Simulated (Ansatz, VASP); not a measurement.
## One calculation of Ge4F, two programs

```xyz
5
Lattice="4.4053 0.0000 0.0000 -2.2026 3.8151 0.0000 0.0000 0.0000 5.7647" Properties=species:S:1:pos:R:3 pbc="T T T"
Ge    0.0000    2.5434    4.4316
Ge    0.0000    2.5434    1.3331
Ge    2.2026    1.2717    1.3331
Ge    2.2026    1.2717    4.4316
F     0.0000    0.0000    0.0000
```

Alike in both runs: functional PBE; k mesh 12 × 12 × 8; occupations gaussian, width 0.1 eV; no spin polarisation.

Ansatz relaxed the structure, and its values are those at the end. VASP's run is a single point on that final structure, the one shown.

```csv
,VASP,Ansatz
version,VASP 6.6.1,Ansatz 0.2.0
potentials or method,"VASP PAW PBE potentials, release 64 (Ge_d, F), cutoff 520 eV","scalar-relativistic, plane waves, PAW"
valence electrons in the cell,63,63
```

```tsv
	VASP	Ansatz	Ansatz less VASP
gap on the k mesh at the Fermi level (eV)	none	none	-
pressure (GPa)	0.0	0.0	+0.06
```

A gap of «none» marks a metal or a gap that the smearing closes.
